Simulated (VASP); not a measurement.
# FeBr4 (P4mm) in VASP: single point with PBE

Aim: the single point of FeBr4 with PBE.

Everything below comes from runs of VASP 6.6.1. Logs are shortened: lines on timing, memory, paths and dates and some standing lists are left out, and cuts for length are marked.

### 1 The cell of the first run

Symmetry: P4mm, No. 99, tetragonal system. Conventional cell: a = 6.963 Å, b = 6.963 Å, c = 4.214 Å, α = 90.00°, β = 90.00°, γ = 90.00°. Fe (site symmetry 4mm) has 8 Br at 3.69 Å and 2 Fe at 4.21 Å within 4.8 Å. Br (site symmetry m) has 3 Br at 2.43 to 3.21 Å within 3.3 Å.

The cell was generated, and may not be a known phase.

### 2 Single point, PBE, collinear spin, ferromagnetic start

The input, INCAR:

```
SYSTEM = FeBr4
ALGO = Normal
EDIFF = 1E-7
ENCUT = 520
GGA = PE
ISIF = 2
ISMEAR = 0
ISPIN = 2
LASPH = .TRUE.
LCHARG = .FALSE.
LMAXMIX = 4
LORBIT = 11
LREAL = .FALSE.
LWAVE = .FALSE.
MAGMOM = 4 0 0 0 0
NBANDS = 30
NELM = 150
PREC = Accurate
SIGMA = 0.15
```

The input, KPOINTS:

```
k-points
0
G
  2 2 3
  0 0 0
```

The input, POSCAR:

```
FeBr4
1.0
    6.9627120494      0.0000000000      0.0000000000
    0.0000000000      6.9627120494      0.0000000000
    0.0000000000      0.0000000000      4.2144711995
Fe Br
1 4
Direct
    0.0000000000      0.0000000000      0.6450135758
    0.8256638309      0.5000000000      0.6236964235
    0.1743361691      0.5000000000      0.6236964235
    0.5000000000      0.8256638309      0.6236964235
    0.5000000000      0.1743361691      0.6236964235
```

Potentials or basis: VASP PAW PBE potentials, release 64 (Fe, Br).

Run with:

```
$ cat potpaw_PBE.64/Fe/POTCAR potpaw_PBE.64/Br/POTCAR > POTCAR
$ mpirun -np 1 vasp_std > vasp.out
```

OUTCAR:

```text
SYSTEM = FeBr4
   EDIFF = 1E-7
   ENCUT = 520
   GGA = PE
   ISIF = 2
   ISMEAR = 0
   ISPIN = 2
   LASPH = .TRUE.
   LORBIT = 11
   LREAL = .FALSE.
   NELM = 150
   PREC = Accurate

 ion  position               nearest neighbor table
   1  0.000  0.000  0.645-
   2  0.826  0.500  0.624-   3 2.43
   3  0.174  0.500  0.624-   2 2.43
   4  0.500  0.826  0.624-   5 2.43
   5  0.500  0.174  0.624-   4 2.43

  LATTYP: Found a simple tetragonal cell.
 ALAT       =     6.9627120494
 C/A-ratio  =     0.6052916119

  Lattice vectors:

 A1 = (   6.9627120494,   0.0000000000,   0.0000000000)
 A2 = (   0.0000000000,   6.9627120494,   0.0000000000)
 A3 = (   0.0000000000,   0.0000000000,   4.2144711995)

Analysis of symmetry for initial positions (statically):
=====================================================================
 Subroutine PRICEL returns:
 Original cell was already a primitive cell.

 Routine SETGRP: Setting up the symmetry group for a
 simple tetragonal supercell.

 Subroutine GETGRP returns: Found  8 space group operations
 (whereof  8 operations were pure point group operations)
 out of a pool of 16 trial point group operations.

The static configuration has the point symmetry C_4v.

Analysis of symmetry for dynamics (positions and initial velocities):
=====================================================================
 Subroutine PRICEL returns:
 Original cell was already a primitive cell.

 Routine SETGRP: Setting up the symmetry group for a
 simple tetragonal supercell.

 Subroutine GETGRP returns: Found  8 space group operations
 (whereof  8 operations were pure point group operations)
 out of a pool of 16 trial point group operations.

The dynamic configuration has the point symmetry C_4v.

Analysis of structural, dynamic, and magnetic symmetry:
=====================================================================
 Subroutine PRICEL returns:
 Original cell was already a primitive cell.

 Routine SETGRP: Setting up the symmetry group for a
 simple tetragonal supercell.

 Subroutine GETGRP returns: Found  8 space group operations
 (whereof  8 operations were pure point group operations)
 out of a pool of 16 trial point group operations.

The overall configuration has the point symmetry C_4v.

 Subroutine INISYM returns: Found  8 space group operations
 (whereof  8 operations are pure point group operations),
 and found     1 'primitive' translations

[... 110 lines left out ...]
   LEPSILON=     F    determine dielectric tensor
   LRPA    =     F    only Hartree local field effects (RPA)
 spin polarized calculation
 Gauss-broadening in eV      SIGMA  =   0.15
  energy-cutoff  :      520.00
  volume of cell :      204.31
 maximum number of plane-waves:      5532
 NGX is ok and might be reduce to    54
   NGX = 25   NGY = 25   NGZ = 15

 number of electron      35.9999999 magnetization       4.2164148

 Free energy of the ion-electron system (eV)
  ---------------------------------------------------
  ext. energy  EPLUGINS =         0.00000000
  ---------------------------------------------------
  free energy    TOTEN  =       -10.53761792 eV

  energy without entropy =      -10.45948226  energy(sigma->0) =      -10.49855009

 E-fermi :  -0.1261     XC(G=0):  -6.9746

 val. band max:       -0.2061248230   @ k =   0.5000   0.5000   0.3333
 cond. band min:      -0.1189358553   @ k =   0.0000   0.0000   0.0000
 fundamental gap:      0.0871889677
 Fermi energy:        -0.1261414805

 spin component 1

 k-point     1 :       0.0000    0.0000    0.0000
  band No.  band energies     occupation
      1     -16.6072      1.00000
      2     -16.1531      1.00000
      3     -14.2849      1.00000
      4     -14.2849      1.00000
      5      -6.4691      1.00000
      6      -4.4174      1.00000
[... 187 lines left out ...]
     29       7.7066      0.00000
     30       7.8862      0.00000
 Fermi energy:        -0.1261414805

 spin component 2

 k-point     1 :       0.0000    0.0000    0.0000
  band No.  band energies     occupation
      1     -16.5986      1.00000
      2     -16.1442      1.00000
      3     -14.2771      1.00000
      4     -14.2771      1.00000
      5      -6.4717      1.00000
      6      -4.4039      1.00000
[... 187 lines left out ...]
     29       7.8863      0.00000
     30       7.8879      0.00000

------------------------ aborting loop because EDIFF is reached ----------------------------------------

  FORCE on cell =-STRESS in cart. coord.  units (eV):
  Direction    XX          YY          ZZ          XY          YZ          ZX
  --------------------------------------------------------------------------------------
  -------------------------------------------------------------------------------------
  Total        0.9141780      0.9141780     -0.1573486      0.0000000      0.0000000      0.0000000
  in kB        7.1687161      7.1687161     -1.2338815      0.0000000      0.0000000      0.0000000
  external PRESSURE =       4.3678502 kB  Pullay stress =       0.0000000 kB

 VOLUME and BASIS-vectors are now :
 -----------------------------------------------------------------------------
  energy-cutoff  :      520.00
  volume of cell :      204.31
      direct lattice vectors                 reciprocal lattice vectors
     6.962712049  0.000000000  0.000000000     0.143622197  0.000000000  0.000000000
     0.000000000  6.962712049  0.000000000     0.000000000  0.143622197  0.000000000
     0.000000000  0.000000000  4.214471200     0.000000000  0.000000000  0.237277692

 POSITION                                       TOTAL-FORCE (eV/Angst)
 -----------------------------------------------------------------------------------
      0.00000      0.00000      2.71839        -0.000000      0.000000     -0.018776
      5.74886      3.48136      2.62855        -0.062571     -0.000000      0.004694
      1.21385      3.48136      2.62855         0.062571     -0.000000      0.004694
      3.48136      5.74886      2.62855        -0.000000     -0.062571      0.004694
      3.48136      1.21385      2.62855         0.000000      0.062571      0.004694
 -----------------------------------------------------------------------------------
    total drift:                               -0.000000     -0.000000     -0.001003

  FREE ENERGIE OF THE ION-ELECTRON SYSTEM (eV)
  ---------------------------------------------------
  free  energy   TOTEN  =       -10.5376179231 eV

  energy  without entropy=      -10.4594822554  energy(sigma->0) =      -10.49855009

 total charge

# of ion       s       p       d       tot
------------------------------------------
    1        0.359   0.022   6.061   6.441
    2        1.638   3.094   0.029   4.760
    3        1.638   3.094   0.029   4.760
    4        1.638   3.094   0.029   4.760
    5        1.638   3.094   0.029   4.760
--------------------------------------------------
tot          6.910  12.396   6.176  25.481

 magnetization (x)

# of ion       s       p       d       tot
------------------------------------------
    1        0.272   0.007   3.329   3.608
    2        0.001   0.008   0.000   0.010
    3        0.001   0.008   0.000   0.010
    4        0.001   0.008   0.000   0.010
    5        0.001   0.008   0.000   0.010
--------------------------------------------------
tot          0.275   0.041   3.330   3.646
```

OSZICAR:

```text
N       E                     dE             d eps       ncg     rms          rms(c)
DAV:   1     0.271465800605E+03    0.27147E+03   -0.13400E+04   720   0.995E+02
DAV:   2     0.235237967100E+02   -0.24794E+03   -0.22814E+03   846   0.207E+02
[... 16 lines left out ...]
DAV:  19    -0.105375970245E+02   -0.30215E-04   -0.26154E-04   856   0.142E-01    0.367E-02
DAV:  20    -0.105376132170E+02   -0.16193E-04   -0.43790E-05   800   0.415E-02    0.463E-02
DAV:  21    -0.105376146705E+02   -0.14535E-05   -0.16217E-05   884   0.328E-02    0.154E-02
DAV:  22    -0.105376177814E+02   -0.31109E-05   -0.55942E-06   850   0.178E-02    0.288E-03
DAV:  23    -0.105376178949E+02   -0.11355E-06   -0.79071E-07   878   0.680E-03    0.414E-03
DAV:  24    -0.105376179231E+02   -0.28182E-07   -0.16781E-07   692   0.315E-03
   1 F= -.10537618E+02 E0= -.10498550E+02  d E =-.781357E-01  mag=     4.2164
```

Run time: 1.7 min. Hardware: 1 thread of Intel Xeon Platinum 8488C (Sapphire Rapids), shared host; peak memory 0.37 GiB.

Results:

```
Free energy                                           : -10.5376 eV
Pressure                                              : 0.4 GPa
Largest force                                         : 0.063 eV/Å
Net moment                                            : 4.22 μB per cell
Site moments                                          : Fe +3.61; Br +0.01 μB
Valence electrons inside the program's atomic spheres : Fe 6.44; Br 4.76
```

Forces in eV/Å, atoms in the order of the input:
```
Fe   0.000  0.000 -0.019
Br  -0.063  0.000  0.005
Br   0.063  0.000  0.005
Br   0.000 -0.063  0.005
Br   0.000  0.063  0.005
```

Stress tensor (GPa, compression positive):
```
 0.72  0.00  0.00
 0.00  0.72  0.00
 0.00  0.00 -0.12
```

Caveat: the k points lie up to 0.50 Å⁻¹ apart; semilocal functionals often make such compounds metallic where correlation or magnetic order opens a gap, which also shifts bond lengths.
